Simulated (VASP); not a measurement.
# Tl (R-3m) in VASP: a series of runs, part 2 of 2

VASP 6.6.1. Earlier steps stand in the parts before.

### Step 3. Single point, PBEsol

This run uses another cell than the first one, of 37.58 Å³/atom.

File INCAR:

```
SYSTEM = Tl
  ALGO = Fast
  EDIFF = 1E-6
  ENCUT = 520
  GGA = PS
  ISIF = 2
  ISMEAR = 0
  LASPH = .True.
  LCHARG = .False.
  LREAL = .False.
  LWAVE = .False.
  NBANDS = 90
  NELM = 100
  PREC = Accurate
  SIGMA = 0.1
```

File KPOINTS:

```
k-points
0
Gamma
  3 3 3
  0 0 0
```

File POSCAR:

```
Tl
1.0
    4.1233431982      2.3806133055      7.6564517127
   -4.1233431982      2.3806133055      7.6564517127
    0.0000000000     -4.7612266109      7.6564517127
Tl
12
Direct
    0.0271221884      0.6287044701      0.0271221884
    0.0271221884      0.0271221884      0.6287044701
    0.6287044701      0.0271221884      0.0271221884
    0.9728778116      0.3712955299      0.9728778116
    0.3712955299      0.9728778116      0.9728778116
    0.9728778116      0.9728778116      0.3712955299
    0.2337857101      0.6107396474      0.2337857101
    0.2337857101      0.2337857101      0.6107396474
    0.6107396474      0.2337857101      0.2337857101
    0.7662142899      0.3892603526      0.7662142899
    0.3892603526      0.7662142899      0.7662142899
    0.7662142899      0.7662142899      0.3892603526
```

Potentials or basis: VASP PAW PBE potentials, release 64 (Tl_d).

Command:

```console
$ cat potpaw_PBE.64/Tl_d/POTCAR > POTCAR
$ mpirun -np 1 vasp_std > vasp.out
```

OUTCAR:

```text
SYSTEM = Tl
   EDIFF = 1E-6
   ENCUT = 520
   GGA = PS
   ISIF = 2
   ISMEAR = 0
   LASPH = .True.
   LREAL = .False.
   NELM = 100
   PREC = Accurate

 ion  position               nearest neighbor table
   1  0.027  0.629  0.027-   4 2.96  12 3.18  11 3.18   7 3.21   3 3.29   2 3.29
   2  0.027  0.027  0.629-   6 2.96  10 3.18  11 3.18   8 3.21   1 3.29   3 3.29
   3  0.629  0.027  0.027-   5 2.96  12 3.18  10 3.18   9 3.21   1 3.29   2 3.29
   4  0.973  0.371  0.973-   1 2.96   8 3.18   9 3.18  10 3.21   5 3.29   6 3.29
   5  0.371  0.973  0.973-   3 2.96   8 3.18   7 3.18  11 3.21   4 3.29   6 3.29
   6  0.973  0.973  0.371-   2 2.96   7 3.18   9 3.18  12 3.21   5 3.29   4 3.29
   7  0.234  0.611  0.234-   9 3.11   8 3.11   6 3.18   5 3.18  12 3.20  11 3.20   1 3.21
   8  0.234  0.234  0.611-   7 3.11   9 3.11   4 3.18   5 3.18  10 3.20  11 3.20   2 3.21
   9  0.611  0.234  0.234-   7 3.11   8 3.11   6 3.18   4 3.18  12 3.20  10 3.20   3 3.21
  10  0.766  0.389  0.766-  11 3.11  12 3.11   2 3.18   3 3.18   8 3.20   9 3.20   4 3.21
  11  0.389  0.766  0.766-  10 3.11  12 3.11   2 3.18   1 3.18   8 3.20   7 3.20   5 3.21
  12  0.766  0.766  0.389-  10 3.11  11 3.11   1 3.18   3 3.18   7 3.20   9 3.20   6 3.21

  LATTYP: Found a trigonal (rhomboedric) cell.
[... 752 lines left out ...]

  FORCE on cell =-STRESS in cart. coord.  units (eV):
  Direction    XX          YY          ZZ          XY          YZ          ZX
  --------------------------------------------------------------------------------------
  -------------------------------------------------------------------------------------
  Total       -0.2450683     -0.2450683     -0.1151408      0.0000000     -0.0000000      0.0000000
  in kB       -0.8707240     -0.8707240     -0.4090934      0.0000000     -0.0000000      0.0000000
  external PRESSURE =      -0.7168472 kB  Pullay stress =       0.0000000 kB

 VOLUME and BASIS-vectors are now :
 -----------------------------------------------------------------------------
  energy-cutoff  :      520.00
  volume of cell :      450.94
      direct lattice vectors                 reciprocal lattice vectors
     4.123343198  2.380613305  7.656451713     0.121260825  0.070009970  0.043536268
    -4.123343198  2.380613305  7.656451713    -0.121260825  0.070009970  0.043536268
     0.000000000 -4.761226611  7.656451713     0.000000000 -0.140019940  0.043536268

 POSITION                                       TOTAL-FORCE (eV/Angst)
 -----------------------------------------------------------------------------------
     -2.48053      1.43213      5.22896        -0.019630      0.011334     -0.006848
      0.00000     -2.86427      5.22896        -0.000000     -0.022667     -0.006848
      2.48053      1.43213      5.22896         0.019630      0.011334     -0.006848
      2.48053     -1.43213     17.74039         0.019630     -0.011334      0.006848
     -2.48053     -1.43213     17.74039        -0.019630     -0.011334      0.006848
      0.00000      2.86427     17.74039        -0.000000      0.022667      0.006848
     -1.55431      0.89738      8.25604        -0.011629      0.006714      0.010658
      0.00000     -1.79476      8.25604        -0.000000     -0.013428      0.010658
      1.55431      0.89738      8.25604         0.011629      0.006714      0.010658
      1.55431     -0.89738     14.71332         0.011629     -0.006714     -0.010658
     -1.55431     -0.89738     14.71332        -0.011629     -0.006714     -0.010658
      0.00000      1.79476     14.71332        -0.000000      0.013428     -0.010658
 -----------------------------------------------------------------------------------
    total drift:                                0.000000      0.000000      0.000000

  FREE ENERGIE OF THE ION-ELECTRON SYSTEM (eV)
  ---------------------------------------------------
  free  energy   TOTEN  =       -28.2048697483 eV

  energy  without entropy=      -28.1388283761  energy(sigma->0) =      -28.17184906
```

stdout:

```text
POSCAR found type information on POSCAR Tl
 POSCAR found :  1 types and      12 ions
 scaLAPACK will be used
 -----------------------------------------------------------------------------
|                                                                             |
|                                                                             |
|     You enforced a specific xc type in the INCAR file but a different       |
|     I HOPE YOU KNOW WHAT YOU ARE DOING!                                     |
|                                                                             |
 -----------------------------------------------------------------------------

 LDA part: xc-table for (Slater+PW92), standard interpolation
 POSCAR, INCAR and KPOINTS ok, starting setup
 FFT: planning ... GRIDC
 FFT: planning ... GRID_SOFT
 FFT: planning ... GRID
 WAVECAR not read
 entering main loop
```

It took 4.2 min on 1 thread of Intel Xeon 6975P-C (Granite Rapids), shared host; peak memory 0.71 GiB.

Results:

| Item | Value |
| --- | --- |
| Free energy | -28.2049 eV |
| Pressure | -0.1 GPa |
| Largest force | 0.024 eV/Å |
| Band gap on the k mesh | zero (bands 78 and 79 overlap by 0.35 eV) |

Forces in eV/Å, atoms in the order of the input:
```
Tl  -0.020  0.011 -0.007
Tl   0.000 -0.023 -0.007
Tl   0.020  0.011 -0.007
Tl   0.020 -0.011  0.007
Tl  -0.020 -0.011  0.007
Tl   0.000  0.023  0.007
Tl  -0.012  0.007  0.011
Tl   0.000 -0.013  0.011
Tl   0.012  0.007  0.011
Tl   0.012 -0.007 -0.011
Tl  -0.012 -0.007 -0.011
Tl   0.000  0.013 -0.011
```

Levels at points of the mesh, in eV from the Fermi level:
```
           k point  band 74  band 75  band 76  band 77  band 78  band 79  band 80  band 81  band 82  band 83
(0.00, 0.00, 0.00)    -1.59    -0.79    -0.79    -0.20    -0.20     0.01     1.37     1.76     2.17     2.17
```

Caveat: the PAW data sets were made with another functional, which shifts forces and pressure a little; spin-orbit coupling is left out, which moves the levels of the heavy elements.
